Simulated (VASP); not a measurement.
# MgO (Fm-3m) in VASP: a series of runs

MgO is run at these levels: PBE; tasks: single point.

Everything below comes from runs of VASP 6.6.1. Logs are shortened: lines on timing, memory, paths and dates and some standing lists are left out, and cuts for length are marked.

## (1) The cell of the first run

The structure is cubic, space group Fm-3m (No. 225). The conventional cell has a = 4.282 Å, b = 4.282 Å, c = 4.282 Å, α = 90.00°, β = 90.00°, γ = 90.00°. Mg (site symmetry m-3m) has 6 O at 2.14 Å within 2.8 Å. O (site symmetry m-3m) has 6 Mg at 2.14 Å within 2.8 Å.

## (2) Single point, PBE

INCAR reads:

```
PREC = Accurate ; ENCUT = 600
EDIFF = 1E-6 ; ISMEAR = -1
SIGMA = 0.02 ; LREAL = F
LASPH = T ; NELM = 120
ALGO = Normal ; ISIF = 2
LWAVE = F ; LCHARG = T
GGA = PE ; LELF = T
LVHAR = T ; NBANDS = 11
GGA_COMPAT = F
```

KPOINTS reads:

```
regular mesh
0
Gamma
  8 8 8
```

POSCAR reads:

```
MgO
1.0
    0.0000000000      2.1410000000      2.1410000000
    2.1410000000      0.0000000000      2.1410000000
    2.1410000000      2.1410000000      0.0000000000
Mg O
1 1
Direct
    0.0000000000      0.0000000000      0.0000000000
    0.5000000000      0.5000000000      0.5000000000
```

Potentials or basis: VASP PAW PBE potentials, release 64 (Mg, O).

Launch:

```console
$ cat potpaw_PBE.64/Mg/POTCAR potpaw_PBE.64/O/POTCAR > POTCAR
$ mpirun -np 1 vasp_std > vasp.out
```

OUTCAR:

```text
PREC = Accurate
   ENCUT = 600
   EDIFF = 1E-6
   ISMEAR = -1
   LREAL = F
   LASPH = T
   NELM = 120
   ISIF = 2
   GGA = PE

 ion  position               nearest neighbor table
   1  0.000  0.000  0.000-   2 2.14   2 2.14   2 2.14   2 2.14   2 2.14   2 2.14
   2  0.500  0.500  0.500-   1 2.14   1 2.14   1 2.14   1 2.14   1 2.14   1 2.14

  LATTYP: Found a face centered cubic cell.
 ALAT       =     4.2820000000

  Lattice vectors:

 A1 = (   0.0000000000,   2.1410000000,   2.1410000000)
 A2 = (   2.1410000000,   0.0000000000,   2.1410000000)
 A3 = (   2.1410000000,   2.1410000000,   0.0000000000)

Analysis of symmetry for initial positions (statically):
=====================================================================
 Subroutine PRICEL returns:
 Original cell was already a primitive cell.

 Routine SETGRP: Setting up the symmetry group for a
 face centered cubic supercell.

 Subroutine GETGRP returns: Found 48 space group operations
 (whereof 48 operations were pure point group operations)
 out of a pool of 48 trial point group operations.

The static configuration has the point symmetry O_h .

Analysis of symmetry for dynamics (positions and initial velocities):
=====================================================================
 Subroutine PRICEL returns:
 Original cell was already a primitive cell.

 Routine SETGRP: Setting up the symmetry group for a
 face centered cubic supercell.

 Subroutine GETGRP returns: Found 48 space group operations
 (whereof 48 operations were pure point group operations)
 out of a pool of 48 trial point group operations.

The dynamic configuration has the point symmetry O_h .

 Subroutine INISYM returns: Found 48 space group operations
 (whereof 48 operations are pure point group operations),
 and found     1 'primitive' translations

----------------------------------------------------------------------------------------

                                     Primitive cell

  volume of cell :      19.6282

  direct lattice vectors                    reciprocal lattice vectors
     0.000000000  2.141000000  2.141000000    -0.233535731  0.233535731  0.233535731
     2.141000000  0.000000000  2.141000000     0.233535731 -0.233535731  0.233535731
     2.141000000  2.141000000  0.000000000     0.233535731  0.233535731 -0.233535731

  length of vectors
     3.027831237  3.027831237  3.027831237     0.404495751  0.404495751  0.404495751

  position of ions in fractional coordinates (direct lattice)
     0.000000000  0.000000000  0.000000000
     0.500000000  0.500000000  0.500000000

  ion indices of the primitive-cell ions
   primitive index   ion index
                 1           1
                 2           2

----------------------------------------------------------------------------------------

 KPOINTS: regular mesh

Automatic generation of k-mesh.
 Grid dimensions read from file:
 generate k-points for:    8    8    8

 Generating k-lattice:

  Cartesian coordinates                     Fractional coordinates (reciprocal lattice)
    -0.029191966  0.029191966  0.029191966     0.125000000  0.000000000  0.000000000
     0.029191966 -0.029191966  0.029191966     0.000000000  0.125000000  0.000000000
     0.029191966  0.029191966 -0.029191966     0.000000000  0.000000000  0.125000000

  Length of vectors
     0.050561969  0.050561969  0.050561969

  Shift w.r.t. Gamma in fractional coordinates (k-lattice)
     0.000000000  0.000000000  0.000000000

 Subroutine IBZKPT returns following result:
 ===========================================

 Found     29 irreducible k-points:

 Following reciprocal coordinates:
            Coordinates               Weight
  0.000000  0.000000  0.000000      1.000000
  0.125000  0.000000  0.000000      8.000000
  0.250000  0.000000  0.000000      8.000000
  0.375000  0.000000  0.000000      8.000000
  0.500000  0.000000  0.000000      4.000000
  0.125000  0.125000  0.000000      6.000000
[... 16 lines left out ...]
  0.500000  0.250000  0.125000     48.000000
 -0.375000  0.250000  0.125000     24.000000
 [... further k-points ...]
   k-points           NKPTS =     29   k-points in BZ     NKDIM =     29   number of bands    NBANDS=     11
   number of dos      NEDOS =    301   number of ions     NIONS =      2
   total plane-waves  NPLWV =  13824
   dimension x,y,z NGX =    24 NGY =   24 NGZ =   24
   dimension x,y,z NGXF=    48 NGYF=   48 NGZF=   48
   ions per type =               1   1
   NGX,Y,Z   is equivalent  to a cutoff of  13.18, 13.18, 13.18 a.u.
   NGXF,Y,Z  is equivalent  to a cutoff of  26.35, 26.35, 26.35 a.u.
 SYSTEM =  unknown system
   PREC   = accura    normal or accurate (medium, high low for compatibility)
   ISTART =      0    job   : 0-new  1-cont  2-samecut
   ICHARG =      2    charge: 1-file 2-atom 10-const
   ISPIN  =      1    spin polarized calculation?
   LNONCOLLINEAR =      F non collinear calculations
   LSORBIT =      F    spin-orbit coupling
   LASPH  =      T    aspherical Exc in radial PAW
   ENCUT  =  600.0 eV  44.10 Ry    6.64 a.u.   6.05  6.05  6.05*2*pi/ulx,y,z
   NELM   =    120;   NELMIN=  2; NELMDL= -5     # of ELM steps
   EDIFF  = 0.1E-05   stopping-criterion for ELM
   LREAL  =      F    real-space projection
   EDIFFG = 0.1E-04   stopping-criterion for IOM
   NSW    =      0    number of steps for IOM
   IBRION =     -1    ionic relax: 0-MD 1-quasi-New 2-CG
   NFREE  =      0    steps in history (QN), initial steepest desc. (CG)
   ISIF   =      2    stress and relaxation
   ISYM   =      2    0-nonsym 1-usesym 2-fastsym
   POTIM  = 0.5000    time-step for ionic-motion
   TEBEG  =    0.0;   TEEND  =   0.0 temperature during run
   PSTRESS=    0.0 pullay stress
   NELECT =       8.0000    total number of electrons
   NUPDOWN=      -1.0000    fix difference up-down
   EMIN   =  10.00;   EMAX   =-10.00  energy-range for DOS
   EFERMI =   0.00;   METHOD = LEGACY
   ISMEAR =    -1;   SIGMA  =   0.02  broadening in eV -4-tet -1-fermi 0-gaus
   EFERMI_NEDOS =   21; number of points for ismear=-14 and -15
   IALGO  =     38    algorithm
   IMIX   =      4    mixing-type and parameters
     AMIX     =   0.40;   BMIX     =  1.00
     AMIX_MAG =   1.60;   BMIX_MAG =  1.00
  volume/ion in A,a.u.               =       9.81        66.23
  Fermi-wavevector in a.u.,A,eV,Ry     =   1.213794  2.293737 20.045393  1.473295
  Thomas-Fermi vector in A             =   2.349234
   LORBIT       =      0    0 simple, 1 ext, 2 COOP (PROOUT), +10 PAW based schemes
   GGA     = PE    functional components
   LHFCALC =     F    Hartree Fock is set to
   AEXX    =    0.0000 exact exchange contribution
   IVDW    =     0    specifies the selected vdW correction
   LEPSILON=     F    determine dielectric tensor
   LRPA    =     F    only Hartree local field effects (RPA)
 non-spin polarized calculation
  energy-cutoff  :      600.00
  volume of cell :       19.63
 maximum number of plane-waves:       670
   NGX = 13   NGY = 13   NGZ = 13

 number of electron       8.0000001 magnetization

 Free energy of the ion-electron system (eV)
  ---------------------------------------------------
  ext. energy  EPLUGINS =         0.00000000
  ---------------------------------------------------
  free energy    TOTEN  =       -11.90994696 eV

  energy without entropy =      -11.90994696  energy(sigma->0) =      -11.90994696

 E-fermi :   3.2978     XC(G=0): -10.8470

 val. band max:        2.8243343270   @ k =   0.0000   0.0000   0.0000
 cond. band min:       7.0853653597   @ k =   0.0000   0.0000   0.0000
 fundamental gap:      4.2610310326
 Fermi energy:         3.2978487242

 k-point     1 :       0.0000    0.0000    0.0000
  band No.  band energies     occupation
      1     -14.1929      2.00000
      2       2.8243      2.00000
      3       2.8243      2.00000
      4       2.8243      2.00000
      5       7.0854      0.00000
      6      18.3449      0.00000
      7      18.3449      0.00000
      8      18.3449      0.00000
      9      22.1317      0.00000
     10      23.8517      0.00000
     11      23.8517      0.00000

 k-point     2 :       0.1250    0.0000    0.0000
  band No.  band energies     occupation
      1     -14.0436      2.00000
      2       1.8872      2.00000
      3       2.7299      2.00000
      4       2.7299      2.00000
      5       8.0056      0.00000
      6      16.6803      0.00000
      7      18.6737      0.00000
      8      18.6737      0.00000
      9      22.8002      0.00000
     10      22.8002      0.00000
     11      24.1161      0.00000

 k-point     3 :       0.2500    0.0000    0.0000
  band No.  band energies     occupation
      1     -13.6572      2.00000
      2       0.2572      2.00000
      3       2.5119      2.00000
      4       2.5119      2.00000
      5       9.4698      0.00000
      6      15.0843      0.00000
      7      19.0679      0.00000
      8      19.0679      0.00000
      9      22.4207      0.00000
     10      22.4207      0.00000
     11      24.0115      0.00000

 k-point     4 :       0.3750    0.0000    0.0000
  band No.  band energies     occupation
      1     -13.2256      2.00000
      2      -1.0676      2.00000
      3       2.3062      2.00000
      4       2.3062      2.00000
      5      10.2702      0.00000
      6      14.7304      0.00000
      7      18.8169      0.00000
      8      18.8169      0.00000
      9      23.2650      0.00000
     10      23.7069      0.00000
     11      23.7069      0.00000
[... 239 lines left out ...]
 k-point    22 :       0.3750    0.2500    0.1250
  band No.  band energies     occupation
      1     -13.3807      2.00000
      2      -0.0770      2.00000
      3       1.7384      2.00000
      4       2.2527      2.00000
      5      10.8316      0.00000
      6      14.1039      0.00000
      7      17.3557      0.00000
      8      19.7961      0.00000
      9      20.4762      0.00000
     10      24.6842      0.00000
     11      27.8140      0.00000

 k-point    23 :       0.5000    0.2500    0.1250
  band No.  band energies     occupation
      1     -13.0410      2.00000
      2      -0.7180      2.00000
      3       1.1944      2.00000
      4       2.0154      2.00000
      5      11.9013      0.00000
      6      14.1331      0.00000
      7      16.2075      0.00000
      8      19.3714      0.00000
      9      21.9706      0.00000
     10      24.5937      0.00000
     11      28.0423      0.00000

 k-point    24 :      -0.3750    0.2500    0.1250
  band No.  band energies     occupation
      1     -12.8910      2.00000
      2      -0.9872      2.00000
      3       0.9973      2.00000
      4       1.9018      2.00000
      5      12.1497      0.00000
      6      14.5398      0.00000
      7      15.8062      0.00000
      8      19.1249      0.00000
      9      22.7740      0.00000
     10      24.2447      0.00000
     11      28.2011      0.00000

 [... further k-points ...]

------------------------ aborting loop because EDIFF is reached ----------------------------------------

  FORCE on cell =-STRESS in cart. coord.  units (eV):
  Direction    XX          YY          ZZ          XY          YZ          ZX
  --------------------------------------------------------------------------------------
  -------------------------------------------------------------------------------------
  Total       -0.4725733     -0.4725733     -0.4725733     -0.0000000      0.0000000     -0.0000000
  in kB      -38.5744487    -38.5744487    -38.5744487     -0.0000000      0.0000000     -0.0000000
  external PRESSURE =     -38.5744487 kB  Pullay stress =       0.0000000 kB

 VOLUME and BASIS-vectors are now :
 -----------------------------------------------------------------------------
  energy-cutoff  :      600.00
  volume of cell :       19.63
      direct lattice vectors                 reciprocal lattice vectors
     0.000000000  2.141000000  2.141000000    -0.233535731  0.233535731  0.233535731
     2.141000000  0.000000000  2.141000000     0.233535731 -0.233535731  0.233535731
     2.141000000  2.141000000  0.000000000     0.233535731  0.233535731 -0.233535731

 POSITION                                       TOTAL-FORCE (eV/Angst)
 -----------------------------------------------------------------------------------
      0.00000      0.00000      0.00000         0.000000      0.000000      0.000000
      2.14100      2.14100      2.14100        -0.000000     -0.000000      0.000000
 -----------------------------------------------------------------------------------
    total drift:                               -0.000000     -0.000000      0.000000

  FREE ENERGIE OF THE ION-ELECTRON SYSTEM (eV)
  ---------------------------------------------------
  free  energy   TOTEN  =       -11.9099469639 eV

  energy  without entropy=      -11.9099469639  energy(sigma->0) =      -11.90994696
```

Run time: 12 s. Hardware: 1 thread of Intel Xeon 8259CL, shared host; peak memory 0.14 GiB.

What came out:

* Free energy: -11.9099 eV
* Pressure: -3.9 GPa
* Band gap on the k mesh: 4.26 eV, direct

## (3) Single point, PBE

INCAR reads:

```
SYSTEM = MgO
PREC     = Accurate       ! precision mode
ENCUT    = 600            ! plane-wave cutoff, eV
EDIFF    = 1E-6           ! SCF threshold, eV
ISMEAR   = -1             ! smearing method
SIGMA    = 0.02           ! smearing width, eV
LREAL    = .FALSE.        ! projectors in reciprocal space
LASPH    = .TRUE.         ! aspherical terms in the spheres
NELM     = 120            ! most SCF steps
ALGO     = Normal         ! electronic algorithm
ISIF     = 2              ! what is computed and relaxed
LWAVE    = .FALSE.        ! write WAVECAR
LCHARG   = .FALSE.        ! write CHGCAR
GGA      = PE             ! functional
NBANDS   = 11             ! bands
GGA_COMPAT= .FALSE.
```

KPOINTS reads:

```
regular mesh
0
G
  8 8 8
  0 0 0
```

POSCAR is that of step 2.

Potentials or basis: VASP PAW PBE potentials, release 64 (Mg, O).

Launch:

```console
$ cat potpaw_PBE.64/Mg/POTCAR potpaw_PBE.64/O/POTCAR > POTCAR
$ mpirun -np 1 vasp_std > vasp.out
```

It took 12 s on 1 thread of Intel Xeon 8259CL, shared host; peak memory 0.14 GiB.

The run converged. Its results:

```
Free energy            : -11.9099 eV
Pressure               : -3.9 GPa
Band gap on the k mesh : 4.26 eV, direct
```

Levels at points of the mesh, in eV from the valence-band top:
```tsv
k point	band 1	band 2	band 3	band 4	band 5	band 6	band 7	band 8
(0.00, 0.00, 0.00)	-17.02	0.00	0.00	0.00	4.26	15.52	15.52	15.52
(0.50, 0.00, 0.00)	-15.85	-4.40	-0.60	-0.60	7.59	12.05	15.81	15.81
(0.50, 0.50, 0.00)	-15.61	-3.88	-1.28	-1.28	9.06	9.44	12.58	18.23
```

Expect the measured gap to be larger: semilocal functionals such as PBE lack the derivative discontinuity.
